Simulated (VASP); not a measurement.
# ScSi in VASP: single point with LDA

Aim: the single point of ScSi with LDA.

Everything below comes from runs of VASP 6.6.1. Logs are shortened: lines on timing, memory, paths and dates and some standing lists are left out, and cuts for length are marked.

## 1. The cell of the first run

The cell holds a slab with vacuum, 12 atoms: a = 3.667 Å, b = 3.994 Å, c = 32.665 Å, α = 90.00°, β = 90.00°, γ = 90.00°.

## 2. Single point, LDA

Input file INCAR:

```
SYSTEM = ScSi
PREC = Accurate ; ENCUT = 520
EDIFF = 1E-6 ; ISMEAR = 0
SIGMA = 0.1 ; LREAL = .False.
LASPH = .True. ; NELM = 60
ALGO = Normal ; ISIF = 2
LWAVE = .False. ; LCHARG = .False.
LDIPOL = .True. ; IDIPOL = 3
DIPOL = 0.5 0.5 0.498 ; GGA = CA
NBANDS = 57
```

Input file KPOINTS:

```
regular mesh
0
Gamma
  7 7 1
  0 0 0
```

Input file POSCAR:

```
ScSi
1.0
    3.6674488900      0.0000000000      0.0000000000
    0.0000000000      3.9939171300      0.0000000000
    0.0000000000      0.0000000000     32.6652270529
Sc Si
6 6
Direct
    0.7500000000      0.5000000000      0.3061359403
    0.2500000000      0.5000000000      0.3905756827
    0.7500000000      0.0000000000      0.4577801288
    0.2500000000      0.0000000000      0.5396789328
    0.7500000000      0.5000000000      0.6066553925
    0.2500000000      0.5000000000      0.6844072763
    0.2500000000      0.0000000000      0.3239217048
    0.7500000000      0.0000000000      0.3727899182
    0.2500000000      0.5000000000      0.4755658933
    0.7500000000      0.5000000000      0.5235193954
    0.2500000000      0.0000000000      0.6227449508
    0.7500000000      0.0000000000      0.6727696990
```

Potentials or basis: VASP PAW LDA potentials, release 64 (Sc_sv, Si).

Started as:

```bash
$ cat potpaw_LDA.64/Sc_sv/POTCAR potpaw_LDA.64/Si/POTCAR > POTCAR
$ mpirun -np 1 vasp_std > vasp.out
```

OUTCAR:

```text
SYSTEM = ScSi
   PREC = Accurate
   ENCUT = 520
   EDIFF = 1E-6
   ISMEAR = 0
   LREAL = .False.
   LASPH = .True.
   NELM = 60
   ISIF = 2
   GGA = CA

 ion  position               nearest neighbor table
   1  0.750  0.500  0.306-   7 2.77   7 2.77   7 2.77   7 2.77   8 2.95   8 2.95   2 3.31   2 3.31

   2  0.250  0.500  0.391-   8 2.77   8 2.77   8 2.77   8 2.77   9 2.78   7 2.95   7 2.95   1 3.31
                             1 3.31
   3  0.750  0.000  0.458-   9 2.77   9 2.77   9 2.77   9 2.77   8 2.78  10 2.93  10 2.93   4 3.24
                             4 3.24
   4  0.250  0.000  0.540-  11 2.71  10 2.76  10 2.76  10 2.76  10 2.76   9 2.89   9 2.89   3 3.24
                             3 3.24
   5  0.750  0.500  0.607-  10 2.72  11 2.76  11 2.76  11 2.76  11 2.76  12 2.94  12 2.94   6 3.13
                             6 3.13
   6  0.250  0.500  0.684-  12 2.74  12 2.74  12 2.74  12 2.74  11 2.84  11 2.84   5 3.13   5 3.13

   7  0.250  0.000  0.324-   8 2.43   8 2.43   1 2.77   1 2.77   1 2.77   1 2.77   2 2.95   2 2.95

   8  0.750  0.000  0.373-   7 2.43   7 2.43   2 2.77   2 2.77   2 2.77   2 2.77   3 2.78   1 2.95
                             1 2.95
   9  0.250  0.500  0.476-  10 2.41  10 2.41   3 2.77   3 2.77   3 2.77   3 2.77   2 2.78   4 2.89
                             4 2.89
  10  0.750  0.500  0.524-   9 2.41   9 2.41   5 2.72   4 2.76   4 2.76   4 2.76   4 2.76   3 2.93
                             3 2.93
  11  0.250  0.000  0.623-  12 2.46  12 2.46   4 2.71   5 2.76   5 2.76   5 2.76   5 2.76   6 2.84
                             6 2.84
  12  0.750  0.000  0.673-  11 2.46  11 2.46   6 2.74   6 2.74   6 2.74   6 2.74   5 2.94   5 2.94

  LATTYP: Found a simple orthorhombic cell.
 ALAT       =     3.6674488900
 B/A-ratio  =     1.0890178022
 C/A-ratio  =     8.9067981675

  Lattice vectors:

 A1 = (   3.6674488900,   0.0000000000,   0.0000000000)
 A2 = (   0.0000000000,   3.9939171300,   0.0000000000)
 A3 = (   0.0000000000,   0.0000000000,  32.6652270529)

Analysis of symmetry for initial positions (statically):
=====================================================================
 Subroutine PRICEL returns:
 Original cell was already a primitive cell.

 Routine SETGRP: Setting up the symmetry group for a
 simple orthorhombic supercell.

 Subroutine GETGRP returns: Found  4 space group operations
 (whereof  2 operations were pure point group operations)
 out of a pool of  8 trial point group operations.

The static configuration has the point symmetry C_1h.
 The point group associated with its full space group is C_2v.

Analysis of symmetry for dynamics (positions and initial velocities):
=====================================================================
 Subroutine PRICEL returns:
 Original cell was already a primitive cell.

 Routine SETGRP: Setting up the symmetry group for a
 simple orthorhombic supercell.

 Subroutine GETGRP returns: Found  4 space group operations
 (whereof  2 operations were pure point group operations)
 out of a pool of  8 trial point group operations.

The dynamic configuration has the point symmetry C_1h.
 The point group associated with its full space group is C_2v.

 Subroutine INISYM returns: Found  4 space group operations
 (whereof  2 operations are pure point group operations),
 and found     1 'primitive' translations

----------------------------------------------------------------------------------------

                                     Primitive cell

  volume of cell :     478.4635

  direct lattice vectors                    reciprocal lattice vectors
     3.667448890  0.000000000  0.000000000     0.272669103  0.000000000  0.000000000
     0.000000000  3.993917130  0.000000000     0.000000000  0.250380758  0.000000000
     0.000000000  0.000000000 32.665227053     0.000000000  0.000000000  0.030613594

  length of vectors
     3.667448890  3.993917130 32.665227053     0.272669103  0.250380758  0.030613594

  position of ions in fractional coordinates (direct lattice)
     0.750000000  0.500000000  0.306135940
     0.250000000  0.500000000  0.390575683
     0.750000000  0.000000000  0.457780129
     0.250000000  0.000000000  0.539678933
[... 27 lines left out ...]

Automatic generation of k-mesh.
 Grid dimensions read from file:
 generate k-points for:    7    7    1

 Generating k-lattice:

  Cartesian coordinates                     Fractional coordinates (reciprocal lattice)
     0.038952729  0.000000000  0.000000000     0.142857143  0.000000000  0.000000000
     0.000000000  0.035768680  0.000000000     0.000000000  0.142857143  0.000000000
     0.000000000  0.000000000  0.030613594     0.000000000  0.000000000  1.000000000

  Length of vectors
     0.038952729  0.035768680  0.030613594

  Shift w.r.t. Gamma in fractional coordinates (k-lattice)
     0.000000000  0.000000000  0.000000000

 Subroutine IBZKPT returns following result:
 ===========================================

 Found     16 irreducible k-points:

 Following reciprocal coordinates:
            Coordinates               Weight
  0.000000  0.000000  0.000000      1.000000
  0.142857  0.000000  0.000000      2.000000
  0.285714  0.000000  0.000000      2.000000
  0.428571  0.000000  0.000000      2.000000
  0.000000  0.142857  0.000000      2.000000
  0.142857  0.142857  0.000000      4.000000
[... 8 lines left out ...]
  0.285714  0.428571  0.000000      4.000000
  0.428571  0.428571  0.000000      4.000000
   k-points           NKPTS =     16   k-points in BZ     NKDIM =     16   number of bands    NBANDS=     57
   number of dos      NEDOS =    301   number of ions     NIONS =     12
   total plane-waves  NPLWV = 210000
   dimension x,y,z NGX =    28 NGY =   30 NGZ =  250
   dimension x,y,z NGXF=    56 NGYF=   60 NGZF=  500
   ions per type =               6   6
   NGX,Y,Z   is equivalent  to a cutoff of  12.69, 12.49, 12.72 a.u.
   NGXF,Y,Z  is equivalent  to a cutoff of  25.38, 24.97, 25.45 a.u.
 SYSTEM =  ScSi
   PREC   = accura    normal or accurate (medium, high low for compatibility)
   ISTART =      0    job   : 0-new  1-cont  2-samecut
   ICHARG =      2    charge: 1-file 2-atom 10-const
   ISPIN  =      1    spin polarized calculation?
   LNONCOLLINEAR =      F non collinear calculations
   LSORBIT =      F    spin-orbit coupling
   LASPH  =      T    aspherical Exc in radial PAW
   ENCUT  =  520.0 eV  38.22 Ry    6.18 a.u.   6.82  7.43 60.74*2*pi/ulx,y,z
   NELM   =     60;   NELMIN=  2; NELMDL= -5     # of ELM steps
   EDIFF  = 0.1E-05   stopping-criterion for ELM
   LREAL  =      F    real-space projection
[... 7 lines left out ...]
   TEBEG  =    0.0;   TEEND  =   0.0 temperature during run
   PSTRESS=    0.0 pullay stress
   NELECT =      90.0000    total number of electrons
   NUPDOWN=      -1.0000    fix difference up-down
   EMIN   =  10.00;   EMAX   =-10.00  energy-range for DOS
   EFERMI =   0.00;   METHOD = LEGACY
   ISMEAR =     0;   SIGMA  =   0.10  broadening in eV -4-tet -1-fermi 0-gaus
   EFERMI_NEDOS =   21; number of points for ismear=-14 and -15
   IALGO  =     38    algorithm
   IMIX   =      4    mixing-type and parameters
     AMIX     =   0.40;   BMIX     =  1.00
     AMIX_MAG =   1.60;   BMIX_MAG =  1.00
  volume/ion in A,a.u.               =      39.87       269.07
  Fermi-wavevector in a.u.,A,eV,Ry     =   0.938007  1.772576 11.971182  0.879857
  Thomas-Fermi vector in A             =   2.065175
   LORBIT       =      0    0 simple, 1 ext, 2 COOP (PROOUT), +10 PAW based schemes
   GGA     = CA    functional components
   LHFCALC =     F    Hartree Fock is set to
   AEXX    =    0.0000 exact exchange contribution
   IVDW    =     0    specifies the selected vdW correction
   LEPSILON=     F    determine dielectric tensor
   LRPA    =     F    only Hartree local field effects (RPA)
 non-spin polarized calculation
 Gauss-broadening in eV      SIGMA  =   0.10
  energy-cutoff  :      520.00
  volume of cell :      478.46
 maximum number of plane-waves:     12961
 NGX is ok and might be reduce to    28
   NGX = 13   NGY = 15   NGZ =121

 dipolmoment           0.000000      0.000000     -0.001353 electrons x Angstroem

 number of electron      90.0000011 magnetization

 dipolmoment           0.000000      0.000000      0.017691 electrons x Angstroem

 Free energy of the ion-electron system (eV)
  ---------------------------------------------------
  ext. energy  EPLUGINS =         0.00000000
  ---------------------------------------------------
  free energy    TOTEN  =       -84.50299700 eV

  energy without entropy =      -84.46060689  energy(sigma->0) =      -84.48180195

 E-fermi :   1.3612     XC(G=0):  -5.4898

 val. band max:        1.3551456517   @ k =   0.2857   0.0000   0.0000
 cond. band min:       1.3620913143   @ k =   0.1429   0.4286   0.0000
 fundamental gap:      0.0069456626
 Fermi energy:         1.3611800224

 k-point     1 :       0.0000    0.0000    0.0000
  band No.  band energies     occupation
      1     -47.9635      2.00000
      2     -47.7065      2.00000
      3     -47.2402      2.00000
      4     -47.1788      2.00000
      5     -47.1044      2.00000
      6     -47.0807      2.00000
[... 949 lines left out ...]
     56       3.7414      0.00000
     57       3.7895      0.00000

------------------------ aborting loop because EDIFF is reached ----------------------------------------

 vacuum level on the upper side and lower side of the slab       (xc-potential included)        -0.006        -0.230

  FORCE on cell =-STRESS in cart. coord.  units (eV):
  Direction    XX          YY          ZZ          XY          YZ          ZX
  --------------------------------------------------------------------------------------
  -------------------------------------------------------------------------------------
  Total       -7.9998793     -8.9393348     -3.1374701      0.0000000      0.0000000      0.0000000
  in kB      -26.7883037    -29.9341539    -10.5060962      0.0000000      0.0000000      0.0000000
  external PRESSURE =     -22.4095179 kB  Pullay stress =       0.0000000 kB

 VOLUME and BASIS-vectors are now :
 -----------------------------------------------------------------------------
  energy-cutoff  :      520.00
  volume of cell :      478.46
      direct lattice vectors                 reciprocal lattice vectors
     3.667448890  0.000000000  0.000000000     0.272669103  0.000000000  0.000000000
     0.000000000  3.993917130  0.000000000     0.000000000  0.250380758  0.000000000
     0.000000000  0.000000000 32.665227053     0.000000000  0.000000000  0.030613594

 POSITION                                       TOTAL-FORCE (eV/Angst)
 -----------------------------------------------------------------------------------
      2.75059      1.99696     10.00000         0.000000      0.000000      0.993457
      0.91686      1.99696     12.75824         0.000000      0.000000     -0.270403
      2.75059      0.00000     14.95349         0.000000      0.000000     -0.123086
      0.91686      0.00000     17.62873         0.000000      0.000000      0.013036
      2.75059      1.99696     19.81654         0.000000      0.000000     -0.010872
      0.91686      1.99696     22.35632         0.000000      0.000000      0.026256
      0.91686      0.00000     10.58098         0.000000      0.000000     -0.323055
      2.75059      0.00000     12.17727         0.000000      0.000000      0.043982
      0.91686      1.99696     15.53447         0.000000      0.000000     -0.334145
      2.75059      1.99696     17.10088         0.000000      0.000000     -0.021352
      0.91686      0.00000     20.34211         0.000000      0.000000      0.006224
      2.75059      0.00000     21.97617         0.000000      0.000000     -0.000041
 -----------------------------------------------------------------------------------
    total drift:                                0.000000      0.000000     -0.000068

  FREE ENERGIE OF THE ION-ELECTRON SYSTEM (eV)
  ---------------------------------------------------
  free  energy   TOTEN  =       -84.5029970031 eV

  energy  without entropy=      -84.4606068939  energy(sigma->0) =      -84.48180195

 vacuum level on the upper side and lower side of the slab         4.199         3.978
```

Run time: 23 min. Hardware: 1 thread of Intel Xeon Platinum 8375C at 2.90GHz (Ice Lake), shared host; peak memory 0.56 GiB.

Results:

| Quantity | Value |
| --- | --- |
| Free energy | -84.5030 eV |
| Largest force | 0.993 eV/Å |
| Band gap on the k mesh | zero (bands 45 and 46 overlap by 1.05 eV) |

Forces on the atoms (eV/Å):
```
Sc   0.000  0.000  0.993
Sc   0.000  0.000 -0.270
Sc   0.000  0.000 -0.123
Sc   0.000  0.000  0.013
Sc   0.000  0.000 -0.011
Sc   0.000  0.000  0.026
Si   0.000  0.000 -0.323
Si   0.000  0.000  0.044
Si   0.000  0.000 -0.334
Si   0.000  0.000 -0.021
Si   0.000  0.000  0.006
Si   0.000  0.000  0.000
```

Levels at points of the mesh, in eV from the Fermi level:
| k point | band 41 | band 42 | band 43 | band 44 | band 45 | band 46 | band 47 | band 48 | band 49 | band 50 |
| --- | --- | --- | --- | --- | --- | --- | --- | --- | --- | --- |
| (0.00, 0.00, 0.00) | -1.18 | -1.00 | -0.93 | -0.55 | -0.15 | 0.32 | 0.62 | 0.69 | 0.95 | 1.14 |
